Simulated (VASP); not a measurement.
# Au in VASP: notebook, part 2 of 2

VASP 6.6.1. Earlier steps stand in the parts before.

### 6 Single point, PBEsol (strain +0.025 along x and y, +0.050 along z)

Contents of INCAR:

```
SYSTEM = Au
ALGO     = Fast           ! electronic algorithm
EDIFF    = 1E-6           ! SCF threshold, eV
ENCUT    = 520            ! plane-wave cutoff, eV
GGA      = PS             ! functional
ISIF     = 2              ! what is computed and relaxed
ISMEAR   = 0              ! smearing method
LASPH    = .TRUE.         ! aspherical terms in the spheres
LCHARG   = .FALSE.        ! write CHGCAR
LREAL    = .FALSE.        ! projectors in reciprocal space
LWAVE    = .FALSE.        ! write WAVECAR
NBANDS   = 12             ! bands
NELM     = 80             ! most SCF steps
PREC     = Accurate       ! precision mode
SIGMA    = 0.15           ! smearing width, eV
```

Contents of KPOINTS:

```
k-points
0
G
  20 20 20
  0 0 0
```

Contents of POSCAR:

```
Au
1.0
   -1.6987007250      1.6987007250      1.7401324500
    1.6987007250     -1.6987007250      1.7401324500
    1.6987007250      1.6987007250     -1.7401324500
Au
1
Direct
    0.0000000000      0.0000000000      0.0000000000
```

Potentials or basis: VASP PAW PBE potentials, release 64 (Au).

The run is started by

```
$ cat potpaw_PBE.64/Au/POTCAR > POTCAR
$ mpirun -np 1 vasp_std > vasp.out
```

OUTCAR:

```text
SYSTEM = Au
   EDIFF = 1E-6
   ENCUT = 520
   GGA = PS
   ISIF = 2
   ISMEAR = 0
   LASPH = .TRUE.
   LREAL = .FALSE.
   NELM = 80
   PREC = Accurate

 ion  position               nearest neighbor table
   1  0.000  0.000  0.000-

  LATTYP: Found a body centered tetragonal cell.
 ALAT       =     3.3974014500
 C/A-ratio  =     1.0243902439

  Lattice vectors:

 A1 = (  -1.6987007250,   1.6987007250,   1.7401324500)
 A2 = (   1.6987007250,  -1.6987007250,   1.7401324500)
 A3 = (   1.6987007250,   1.6987007250,  -1.7401324500)

Analysis of symmetry for initial positions (statically):
=====================================================================
 Subroutine PRICEL returns:
 Original cell was already a primitive cell.

 Routine SETGRP: Setting up the symmetry group for a
 body centered tetragonal supercell.

 Subroutine GETGRP returns: Found 16 space group operations
 (whereof 16 operations were pure point group operations)
 out of a pool of 16 trial point group operations.

The static configuration has the point symmetry D_4h.

Analysis of symmetry for dynamics (positions and initial velocities):
=====================================================================
 Subroutine PRICEL returns:
 Original cell was already a primitive cell.

 Routine SETGRP: Setting up the symmetry group for a
 body centered tetragonal supercell.

 Subroutine GETGRP returns: Found 16 space group operations
 (whereof 16 operations were pure point group operations)
 out of a pool of 16 trial point group operations.

The dynamic configuration has the point symmetry D_4h.

 Subroutine INISYM returns: Found 16 space group operations
 (whereof 16 operations are pure point group operations),
 and found     1 'primitive' translations

----------------------------------------------------------------------------------------

                                     Primitive cell

  volume of cell :      20.0852

  direct lattice vectors                    reciprocal lattice vectors
    -1.698700725  1.698700725  1.740132450     0.000000000  0.294342607  0.287334450
     1.698700725 -1.698700725  1.740132450     0.294342607  0.000000000  0.287334450
     1.698700725  1.698700725 -1.740132450     0.294342607  0.294342607  0.000000000

  length of vectors
     2.966349482  2.966349482  2.966349482     0.411337643  0.411337643  0.416263307

  position of ions in fractional coordinates (direct lattice)
     0.000000000  0.000000000  0.000000000

  ion indices of the primitive-cell ions
   primitive index   ion index
                 1           1

----------------------------------------------------------------------------------------

 KPOINTS: k-points

Automatic generation of k-mesh.
 Grid dimensions read from file:
 generate k-points for:   20   20   20

 Generating k-lattice:

  Cartesian coordinates                     Fractional coordinates (reciprocal lattice)
     0.000000000  0.014717130  0.014366722     0.050000000 -0.000000000  0.000000000
     0.014717130  0.000000000  0.014366722    -0.000000000  0.050000000  0.000000000
     0.014717130  0.014717130  0.000000000     0.000000000  0.000000000  0.050000000

  Length of vectors
     0.020566882  0.020566882  0.020813165

  Shift w.r.t. Gamma in fractional coordinates (k-lattice)
     0.000000000  0.000000000  0.000000000

 Subroutine IBZKPT returns following result:
 ===========================================

 Found    641 irreducible k-points:

 Following reciprocal coordinates:
            Coordinates               Weight
  0.000000  0.000000  0.000000      1.000000
  0.050000 -0.000000  0.000000      8.000000
  0.100000 -0.000000  0.000000      8.000000
  0.150000  0.000000 -0.000000      8.000000
  0.200000 -0.000000  0.000000      8.000000
  0.250000 -0.000000  0.000000      8.000000
[... 16 lines left out ...]
 -0.400000  0.050000 -0.000000     16.000000
 -0.350000  0.050000  0.000000     16.000000
 [... further k-points ...]
   k-points           NKPTS =    641   k-points in BZ     NKDIM =    641   number of bands    NBANDS=     12
   number of dos      NEDOS =    301   number of ions     NIONS =      1
   total plane-waves  NPLWV =  13824
   dimension x,y,z NGX =    24 NGY =   24 NGZ =   24
   dimension x,y,z NGXF=    48 NGYF=   48 NGZF=   48
   ions per type =               1
   NGX,Y,Z   is equivalent  to a cutoff of  13.45, 13.45, 13.45 a.u.
   NGXF,Y,Z  is equivalent  to a cutoff of  26.90, 26.90, 26.90 a.u.
 SYSTEM =  Au
   PREC   = accura    normal or accurate (medium, high low for compatibility)
   ISTART =      0    job   : 0-new  1-cont  2-samecut
   ICHARG =      2    charge: 1-file 2-atom 10-const
   ISPIN  =      1    spin polarized calculation?
   LNONCOLLINEAR =      F non collinear calculations
   LSORBIT =      F    spin-orbit coupling
   LASPH  =      T    aspherical Exc in radial PAW
   ENCUT  =  520.0 eV  38.22 Ry    6.18 a.u.   5.52  5.52  5.52*2*pi/ulx,y,z
   NELM   =     80;   NELMIN=  2; NELMDL= -5     # of ELM steps
   EDIFF  = 0.1E-05   stopping-criterion for ELM
   LREAL  =      F    real-space projection
   EDIFFG = 0.1E-04   stopping-criterion for IOM
   NSW    =      0    number of steps for IOM
   IBRION =     -1    ionic relax: 0-MD 1-quasi-New 2-CG
   NFREE  =      0    steps in history (QN), initial steepest desc. (CG)
   ISIF   =      2    stress and relaxation
   ISYM   =      2    0-nonsym 1-usesym 2-fastsym
   POTIM  = 0.5000    time-step for ionic-motion
   TEBEG  =    0.0;   TEEND  =   0.0 temperature during run
   PSTRESS=    0.0 pullay stress
   NELECT =      11.0000    total number of electrons
   NUPDOWN=      -1.0000    fix difference up-down
   EMIN   =  10.00;   EMAX   =-10.00  energy-range for DOS
   EFERMI =   0.00;   METHOD = LEGACY
   ISMEAR =     0;   SIGMA  =   0.15  broadening in eV -4-tet -1-fermi 0-gaus
   EFERMI_NEDOS =   21; number of points for ismear=-14 and -15
   IALGO  =     68    algorithm
   IMIX   =      4    mixing-type and parameters
     AMIX     =   0.40;   BMIX     =  1.00
     AMIX_MAG =   1.60;   BMIX_MAG =  1.00
  volume/ion in A,a.u.               =      20.09       135.54
  Fermi-wavevector in a.u.,A,eV,Ry     =   1.339411  2.531119 24.409132  1.794021
  Thomas-Fermi vector in A             =   2.467804
   LORBIT       =      0    0 simple, 1 ext, 2 COOP (PROOUT), +10 PAW based schemes
   GGA     = PS    functional components
   LHFCALC =     F    Hartree Fock is set to
   AEXX    =    0.0000 exact exchange contribution
   IVDW    =     0    specifies the selected vdW correction
   LEPSILON=     F    determine dielectric tensor
   LRPA    =     F    only Hartree local field effects (RPA)
 non-spin polarized calculation
 RMM-DIIS sequential band-by-band and
 Gauss-broadening in eV      SIGMA  =   0.15
  energy-cutoff  :      520.00
  volume of cell :       20.09
 maximum number of plane-waves:       563
 NGX is ok and might be reduce to    24
   NGX = 11   NGY = 11   NGZ = 11

 number of electron      11.0000000 magnetization

 Free energy of the ion-electron system (eV)
  ---------------------------------------------------
  ext. energy  EPLUGINS =         0.00000000
  ---------------------------------------------------
  free energy    TOTEN  =        -3.70292507 eV

  energy without entropy =       -3.69814859  energy(sigma->0) =       -3.70053683

 E-fermi :   6.8153     XC(G=0): -11.9318

 val. band max:        6.8068258228   @ k =   0.4000   0.0500   0.0500
 cond. band min:       6.8178860109   @ k =   0.5000   0.0500   0.0000
 fundamental gap:      0.0110601882
 Fermi energy:         6.8153226503

 k-point     1 :       0.0000    0.0000    0.0000
  band No.  band energies     occupation
      1      -1.5200      2.00000
      2       2.7000      2.00000
      3       2.7000      2.00000
      4       2.8190      2.00000
      5       4.1588      2.00000
      6       4.2936      2.00000
      7      22.8920      0.00000
      8      23.2588      0.00000
      9      23.2588      0.00000
     10      27.8239      0.00000
     11      28.4281      0.00000
     12      28.4282      0.00000
[... 331 lines left out ...]
 k-point    24 :      -0.3500    0.0500    0.0000
  band No.  band energies     occupation
      1       0.7608      2.00000
      2       2.1715      2.00000
      3       3.3879      2.00000
      4       3.9902      2.00000
      5       4.3511      2.00000
      6       4.6507      2.00000
      7      14.5559      0.00000
      8      20.0848      0.00000
      9      21.3049      0.00000
     10      25.8144      0.00000
     11      26.3978      0.00000
     12      28.2753      0.00000

 [... further k-points ...]
[... 5 lines left out ...]
  --------------------------------------------------------------------------------------
  -------------------------------------------------------------------------------------
  Total       -2.2024091     -2.2024091     -2.1754235      0.0000000     -0.0000000      0.0000000
  in kB     -175.6841333   -175.6841333   -173.5315107      0.0000000     -0.0000000      0.0000000
  external PRESSURE =    -174.9665924 kB  Pullay stress =       0.0000000 kB

 VOLUME and BASIS-vectors are now :
 -----------------------------------------------------------------------------
  energy-cutoff  :      520.00
  volume of cell :       20.09
      direct lattice vectors                 reciprocal lattice vectors
    -1.698700725  1.698700725  1.740132450     0.000000000  0.294342607  0.287334450
     1.698700725 -1.698700725  1.740132450     0.294342607  0.000000000  0.287334450
     1.698700725  1.698700725 -1.740132450     0.294342607  0.294342607  0.000000000

 POSITION                                       TOTAL-FORCE (eV/Angst)
 -----------------------------------------------------------------------------------
      0.00000      0.00000      0.00000         0.000000      0.000000     -0.000000
 -----------------------------------------------------------------------------------
    total drift:                               -0.000000      0.000000      0.000000

  FREE ENERGIE OF THE ION-ELECTRON SYSTEM (eV)
  ---------------------------------------------------
  free  energy   TOTEN  =        -3.7029250684 eV

  energy  without entropy=       -3.6981485939  energy(sigma->0) =       -3.70053683
```

It took 2.1 min on 1 thread of Intel Xeon 8259CL, shared host; peak memory 0.27 GiB.

Results:

```yaml
Free_energy: -3.7029 eV
Pressure: -17.5 GPa
Band_gap_on_the_k_mesh: zero (an odd number of electrons rules out a gap without spin polarisation)
```

Caveat: the cell differs from its parent crystal (strain +0.025 along x and y, +0.050 along z); the cell stands under tension; the PAW data sets were made with another functional, which shifts forces and pressure a little; spin-orbit coupling is left out, which moves the levels of the heavy elements.

### 7 The runs side by side

| cell | further INCAR settings | gap on the mesh (eV) | pressure (GPa) |
| --- | --- | --- | --- |
| a = 3.014 Å, angles 109.5°, 1 atom | ALGO = Fast; EDIFF = 1e-06; NBANDS = 12 | none | -19.4 |
| a = 2.919 Å, angles 110.8, 110.8, 106.8°, 1 atom | ALGO = Fast; EDIFF = 1e-07; NBANDS = 12 | none | -14.3 |
| a = 2.919 Å, angles 108.8, 108.8, 110.8°, 1 atom | ALGO = Fast; EDIFF = 1e-06; NBANDS = 12 | none | -14.3 |
| a = 2.967 Å, angles 108.2, 108.2, 112.1°, 1 atom | ALGO = Fast; EDIFF = 1e-07; NBANDS = 12 | none | -17.4 |
| a = 2.966 Å, angles 110.1, 110.1, 108.2°, 1 atom | ALGO = Fast; EDIFF = 1e-06; NBANDS = 12 | none | -17.5 |

Alike in all rows: task single point; level PBEsol; potentials or basis VASP PAW PBE potentials, release 64 (Au); no spin polarisation; k mesh 20 × 20 × 20; cutoff (eV) 520; smearing gaussian 0.15 eV.

Caveats: the cell stands under tension; the PAW data sets were made with another functional, which shifts forces and pressure a little; spin-orbit coupling is left out, which moves the levels of the heavy elements.

Total energies depend on the potentials used, so only differences within one code and one set of settings carry meaning.
